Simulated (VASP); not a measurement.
# Si16H7F in VASP: single point with PBEsol

Aim: the single point of Si16H7F with PBEsol.

Program: VASP 6.6.1. These are calculated values, not measurements. Logs are shortened: lines on timing, memory, paths and dates and some standing lists are left out, and cuts for length are marked.

**1. The cell of the first run**

The cell holds a slab with vacuum, 24 atoms: a = 7.679 Å, b = 7.679 Å, c = 17.869 Å, α = 90.00°, β = 90.00°, γ = 60.00°.

**2. Single point, PBEsol**

Contents of INCAR:

```
  ALGO = Normal
  EDIFF = 1E-7
  ENCUT = 520
  GGA = PS
  ISIF = 2
  ISMEAR = 0
  LASPH = T
  LCHARG = F
  LREAL = Auto
  LWAVE = F
  NBANDS = 57
  NELM = 80
  PREC = Accurate
  SIGMA = 0.02
```

Contents of KPOINTS:

```
k-points
0
Gamma
  2 2 1
```

Contents of POSCAR:

```
Si16H7F
1.0
    7.6791800000      0.0000000000      0.0000000000
    3.8395900000      6.6503650000      0.0000000000
    0.0000000000      0.0000000000     17.8687650000
H Si F
7 16 1
Direct
    0.1666667000      0.1666667000      0.0559636000
    0.6666667000      0.1666667000      0.0559636000
    0.1666667000      0.6666667000      0.0559636000
    0.6666667000      0.6666667000      0.0559636000
   -0.0003207703      0.5001191453      0.4399563828
    0.5001902534      0.5000070890      0.4400350764
    0.4999055795     -0.0002015226      0.4399171252
    0.1666667000      0.1666667000      0.1399089000
    0.6666667000      0.1666667000      0.1399089000
    0.1666667000      0.6666667000      0.1399089000
    0.6666667000      0.6666667000      0.1399089000
   -0.1665312192      0.3330680544      0.1819840523
    0.3333524389      0.3333025506      0.1821855863
   -0.1665884976      0.8335549994      0.1819742284
    0.3330950084      0.8333946216      0.1819831627
   -0.1673655535      0.3347340629      0.3131549727
    0.3332977953      0.3333943056      0.3132246968
   -0.1673235321      0.8326049006      0.3131238083
    0.3347618038      0.8325489489      0.3131233607
    0.0000039044      0.0000120945      0.3538905937
    0.4997583310      0.0004310591      0.3556695647
    0.0004910979      0.4997720950      0.3557327767
    0.4998612169      0.4997129401      0.3558076158
    1.0008222878     -0.0003542615      0.4450839231
```

Potentials or basis: VASP PAW PBE potentials, release 64 (H, Si, F).

The run is started by

```console
cat potpaw_PBE.64/H/POTCAR potpaw_PBE.64/Si/POTCAR potpaw_PBE.64/F/POTCAR > POTCAR
mpirun -np 1 vasp_std > vasp.out
```

OUTCAR:

```text
EDIFF = 1E-7
   ENCUT = 520
   GGA = PS
   ISIF = 2
   ISMEAR = 0
   LASPH = T
   LREAL = Auto
   NELM = 80
   PREC = Accurate

 ion  position               nearest neighbor table
   1  0.167  0.167  0.056-   8 1.50
   2  0.667  0.167  0.056-   9 1.50
   3  0.167  0.667  0.056-  10 1.50
   4  0.667  0.667  0.056-  11 1.50
   5  1.000  0.500  0.440-  22 1.50
   6  0.500  0.500  0.440-  23 1.51
   7  0.500  1.000  0.440-  21 1.51
   8  0.167  0.167  0.140-   1 1.50  12 2.34  15 2.34  13 2.34
   9  0.667  0.167  0.140-   2 1.50  14 2.34  12 2.34  13 2.34
  10  0.167  0.667  0.140-   3 1.50  15 2.34  14 2.34  13 2.34
  11  0.667  0.667  0.140-   4 1.50  15 2.34  12 2.34  14 2.34
  12  0.833  0.333  0.182-   8 2.34   9 2.34  11 2.34  16 2.34
  13  0.333  0.333  0.182-  17 2.34   9 2.34   8 2.34  10 2.34
[... 8 lines left out ...]
  22  0.000  0.500  0.356-   5 1.50  17 2.34  18 2.34  16 2.34
  23  0.500  0.500  0.356-   6 1.51  16 2.34  17 2.34  19 2.34
  24  0.001  1.000  0.445-  20 1.63

  LATTYP: Found a hexagonal cell.
 ALAT       =     7.6791800344
 C/A-ratio  =     2.3269105451

  Lattice vectors:

 A1 = (  -3.8395900000,  -6.6503650000,   0.0000000000)
 A2 = (   7.6791800000,   0.0000000000,   0.0000000000)
 A3 = (   0.0000000000,   0.0000000000,  17.8687650000)

Analysis of symmetry for initial positions (statically):
=====================================================================
 Subroutine PRICEL returns:
 Original cell was already a primitive cell.

 Routine SETGRP: Setting up the symmetry group for a
 hexagonal supercell.

 Subroutine GETGRP returns: Found  1 space group operations
 (whereof  1 operations were pure point group operations)
 out of a pool of 24 trial point group operations.

The static configuration has the point symmetry C_1 .

Analysis of symmetry for dynamics (positions and initial velocities):
=====================================================================
 Subroutine PRICEL returns:
 Original cell was already a primitive cell.

 Routine SETGRP: Setting up the symmetry group for a
 hexagonal supercell.

 Subroutine GETGRP returns: Found  1 space group operations
 (whereof  1 operations were pure point group operations)
 out of a pool of 24 trial point group operations.

The dynamic configuration has the point symmetry C_1 .

 Subroutine INISYM returns: Found  1 space group operations
 (whereof  1 operations are pure point group operations),
 and found     1 'primitive' translations

----------------------------------------------------------------------------------------

                                     Primitive cell

  volume of cell :     912.5462

  direct lattice vectors                    reciprocal lattice vectors
     7.679180000  0.000000000  0.000000000     0.130222237 -0.075183843  0.000000000
     3.839590000  6.650365000  0.000000000     0.000000000  0.150367687  0.000000000
     0.000000000  0.000000000 17.868765000     0.000000000  0.000000000  0.055963577

  length of vectors
     7.679180000  7.679180034 17.868765000     0.150367687  0.150367687  0.055963577

  position of ions in fractional coordinates (direct lattice)
     0.166666700  0.166666700  0.055963600
     0.666666700  0.166666700  0.055963600
     0.166666700  0.666666700  0.055963600
     0.666666700  0.666666700  0.055963600
     0.999679230  0.500119145  0.439956383
     0.500190253  0.500007089  0.440035076
[... 16 lines left out ...]
     0.499861217  0.499712940  0.355807616
     0.000822288  0.999645738  0.445083923

  ion indices of the primitive-cell ions
   primitive index   ion index
                 1           1
                 2           2
                 3           3
                 4           4
                 5           5
                 6           6
[... 16 lines left out ...]
                23          23
                24          24

----------------------------------------------------------------------------------------

 KPOINTS: k-points

Automatic generation of k-mesh.
 Grid dimensions read from file:
 generate k-points for:    2    2    1

 Generating k-lattice:

  Cartesian coordinates                     Fractional coordinates (reciprocal lattice)
     0.065111119 -0.037591922  0.000000000     0.500000000 -0.000000000  0.000000000
     0.000000000  0.075183843  0.000000000     0.000000000  0.500000000  0.000000000
     0.000000000  0.000000000  0.055963577     0.000000000  0.000000000  1.000000000

  Length of vectors
     0.075183844  0.075183843  0.055963577

  Shift w.r.t. Gamma in fractional coordinates (k-lattice)
     0.000000000  0.000000000  0.000000000

 Subroutine IBZKPT returns following result:
 ===========================================

 Found      4 irreducible k-points:

 Following reciprocal coordinates:
            Coordinates               Weight
  0.000000  0.000000  0.000000      1.000000
  0.500000  0.000000  0.000000      1.000000
  0.500000  0.500000  0.000000      1.000000
  0.000000  0.500000  0.000000      1.000000
   k-points           NKPTS =      4   k-points in BZ     NKDIM =      4   number of bands    NBANDS=     57
   number of dos      NEDOS =    301   number of ions     NIONS =     24
   total plane-waves  NPLWV = 504000
   dimension x,y,z NGX =    60 NGY =   60 NGZ =  140
   dimension x,y,z NGXF=   120 NGYF=  120 NGZF=  280
   ions per type =               7  16   1
   NGX,Y,Z   is equivalent  to a cutoff of  12.99, 12.99, 13.03 a.u.
   NGXF,Y,Z  is equivalent  to a cutoff of  25.98, 25.98, 26.05 a.u.
 SYSTEM =  unknown system
   PREC   = accura    normal or accurate (medium, high low for compatibility)
   ISTART =      0    job   : 0-new  1-cont  2-samecut
   ICHARG =      2    charge: 1-file 2-atom 10-const
   ISPIN  =      1    spin polarized calculation?
   LNONCOLLINEAR =      F non collinear calculations
   LSORBIT =      F    spin-orbit coupling
   LASPH  =      T    aspherical Exc in radial PAW
   ENCUT  =  520.0 eV  38.22 Ry    6.18 a.u.  14.28 14.28 33.22*2*pi/ulx,y,z
   NELM   =     80;   NELMIN=  2; NELMDL= -5     # of ELM steps
   EDIFF  = 0.1E-06   stopping-criterion for ELM
   LREAL  =      T    real-space projection
   EDIFFG = 0.1E-05   stopping-criterion for IOM
   NSW    =      0    number of steps for IOM
   IBRION =     -1    ionic relax: 0-MD 1-quasi-New 2-CG
   NFREE  =      0    steps in history (QN), initial steepest desc. (CG)
   ISIF   =      2    stress and relaxation
   ISYM   =      2    0-nonsym 1-usesym 2-fastsym
   POTIM  = 0.5000    time-step for ionic-motion
   TEBEG  =    0.0;   TEEND  =   0.0 temperature during run
   PSTRESS=    0.0 pullay stress
   NELECT =      78.0000    total number of electrons
   NUPDOWN=      -1.0000    fix difference up-down
   EMIN   =  10.00;   EMAX   =-10.00  energy-range for DOS
   EFERMI =   0.00;   METHOD = LEGACY
   ISMEAR =     0;   SIGMA  =   0.02  broadening in eV -4-tet -1-fermi 0-gaus
   EFERMI_NEDOS =   21; number of points for ismear=-14 and -15
   IALGO  =     38    algorithm
   IMIX   =      4    mixing-type and parameters
     AMIX     =   0.40;   BMIX     =  1.00
     AMIX_MAG =   1.60;   BMIX_MAG =  1.00
  volume/ion in A,a.u.               =      38.02       256.59
  Fermi-wavevector in a.u.,A,eV,Ry     =   0.721143  1.362763  7.075673  0.520047
  Thomas-Fermi vector in A             =   1.810775
   LORBIT       =      0    0 simple, 1 ext, 2 COOP (PROOUT), +10 PAW based schemes
   GGA     = PS    functional components
   LHFCALC =     F    Hartree Fock is set to
   AEXX    =    0.0000 exact exchange contribution
   IVDW    =     0    specifies the selected vdW correction
   LEPSILON=     F    determine dielectric tensor
   LRPA    =     F    only Hartree local field effects (RPA)
 non-spin polarized calculation
 Gauss-broadening in eV      SIGMA  =   0.02
  energy-cutoff  :      520.00
  volume of cell :      912.55
 maximum number of plane-waves:     24625
 NGX is ok and might be reduce to    60
   NGX = 29   NGY = 29   NGZ = 67

 number of electron      77.9999998 magnetization

 Free energy of the ion-electron system (eV)
  ---------------------------------------------------
  ext. energy  EPLUGINS =         0.00000000
  ---------------------------------------------------
  free energy    TOTEN  =      -118.52699192 eV

  energy without entropy =     -118.52699192  energy(sigma->0) =     -118.52699192

 E-fermi :  -1.0216     XC(G=0):  -4.4266

 val. band max:       -1.1385888191   @ k =   0.0000   0.0000   0.0000
 cond. band min:       0.0532440029   @ k =   0.0000   0.0000   0.0000
 fundamental gap:      1.1918328221
 Fermi energy:        -1.0216019017

 k-point     1 :       0.0000    0.0000    0.0000
  band No.  band energies     occupation
      1     -25.6132      2.00000
      2     -12.4724      2.00000
      3     -11.3338      2.00000
      4     -10.2830      2.00000
      5     -10.2802      2.00000
      6     -10.2799      2.00000
[... 43 lines left out ...]
     50       1.2805      0.00000
     51       2.2365      0.00000

 k-point     2 :       0.5000    0.0000    0.0000
  band No.  band energies     occupation
      1     -25.6132      2.00000
      2     -11.7727      2.00000
      3     -11.7611      2.00000
      4     -10.6694      2.00000
      5     -10.6501      2.00000
      6     -10.4813      2.00000
[... 43 lines left out ...]
     50       2.7976      0.00000
     51       2.8165      0.00000

 k-point     3 :       0.5000    0.5000    0.0000
  band No.  band energies     occupation
      1     -25.6132      2.00000
      2     -11.7728      2.00000
      3     -11.7611      2.00000
      4     -10.6695      2.00000
      5     -10.6501      2.00000
      6     -10.4812      2.00000
[... 43 lines left out ...]
     50       2.7979      0.00000
     51       2.8172      0.00000

 k-point     4 :       0.0000    0.5000    0.0000
  band No.  band energies     occupation
      1     -25.6132      2.00000
      2     -11.7727      2.00000
      3     -11.7612      2.00000
      4     -10.6699      2.00000
      5     -10.6496      2.00000
      6     -10.4812      2.00000
[... 43 lines left out ...]
     50       2.7988      0.00000
     51       2.8178      0.00000
 [bands above 51 left out]

------------------------ aborting loop because EDIFF is reached ----------------------------------------

  FORCE on cell =-STRESS in cart. coord.  units (eV):
  Direction    XX          YY          ZZ          XY          YZ          ZX
  --------------------------------------------------------------------------------------
  -------------------------------------------------------------------------------------
  Total        3.2453596      3.2371281      1.2133796     -0.0055200      0.0108903     -0.0130960
  in kB        5.6979487      5.6834966      2.1303571     -0.0096917      0.0191203     -0.0229930
  external PRESSURE =       4.5039342 kB  Pullay stress =       0.0000000 kB

 VOLUME and BASIS-vectors are now :
 -----------------------------------------------------------------------------
  energy-cutoff  :      520.00
  volume of cell :      912.55
      direct lattice vectors                 reciprocal lattice vectors
     7.679180000  0.000000000  0.000000000     0.130222237 -0.075183843  0.000000000
     3.839590000  6.650365000  0.000000000     0.000000000  0.150367687  0.000000000
     0.000000000  0.000000000 17.868765000     0.000000000  0.000000000  0.055963577

 POSITION                                       TOTAL-FORCE (eV/Angst)
 -----------------------------------------------------------------------------------
      1.91980      1.10839      1.00000        -0.002426     -0.001244     -0.116630
      5.75939      1.10839      1.00000         0.002336     -0.001425     -0.116708
      3.83959      4.43358      1.00000        -0.000122      0.002842     -0.116969
      7.67918      4.43358      1.00000         0.000695     -0.000412     -0.116893
      9.59697      3.32597      7.86148         0.000525      0.000959      0.008800
      5.76087      3.32523      7.86288         0.000978      0.001028      0.007017
[... 16 lines left out ...]
      5.75722      3.32327      6.35784        -0.005881      0.003378      0.007043
      3.84454      6.64801      7.95310        -0.007096      0.003587      0.214163
 -----------------------------------------------------------------------------------
    total drift:                               -0.001135     -0.000619     -0.010502

  FREE ENERGIE OF THE ION-ELECTRON SYSTEM (eV)
  ---------------------------------------------------
  free  energy   TOTEN  =      -118.5269919209 eV

  energy  without entropy=     -118.5269919209  energy(sigma->0) =     -118.52699192
```

Wall time 9.9 min (1 thread of Intel Xeon Platinum 8488C (Sapphire Rapids), shared host); peak memory 0.99 GiB.

Results:

| Property | Result |
| --- | --- |
| Free energy | -118.5270 eV |
| Largest force | 0.214 eV/Å |
| Band gap on the k mesh | 1.19 eV, direct |

Forces in eV/Å, atoms in the order of the input:
```
H   -0.002 -0.001 -0.117
H    0.002 -0.001 -0.117
H    0.000  0.003 -0.117
H    0.001  0.000 -0.117
H    0.001  0.001  0.009
H    0.001  0.001  0.007
H    0.002 -0.002  0.003
Si   0.016  0.004  0.100
Si  -0.015  0.014  0.096
Si  -0.003 -0.020  0.097
Si   0.001  0.001  0.090
Si   0.000  0.006  0.007
Si  -0.001  0.005  0.004
Si  -0.003 -0.012  0.005
Si   0.007  0.001  0.003
Si   0.002 -0.006 -0.004
Si   0.007 -0.004 -0.003
Si   0.003  0.007  0.001
Si  -0.007  0.004 -0.005
Si   0.009 -0.007 -0.196
Si  -0.001  0.000  0.020
Si  -0.005  0.000  0.012
Si  -0.006  0.003  0.007
F   -0.007  0.004  0.214
```

Levels at points of the mesh, in eV from the valence-band top:
```tsv
k point	band 35	band 36	band 37	band 38	band 39	band 40	band 41	band 42	band 43	band 44
(0.00, 0.00, 0.00)	-1.30	-0.65	-0.65	0.00	0.00	1.19	1.26	1.26	1.80	2.04
(0.50, 0.00, 0.00)	-1.66	-1.64	-1.61	-0.81	-0.73	1.67	1.76	2.54	2.59	2.68
(0.50, 0.50, 0.00)	-1.66	-1.64	-1.61	-0.81	-0.73	1.67	1.76	2.54	2.59	2.68
(0.00, 0.50, 0.00)	-1.66	-1.64	-1.61	-0.81	-0.73	1.67	1.76	2.54	2.59	2.68
```

Caveat: the k points lie up to 0.47 Å⁻¹ apart; the PAW data sets were made with another functional, which shifts forces and pressure a little.
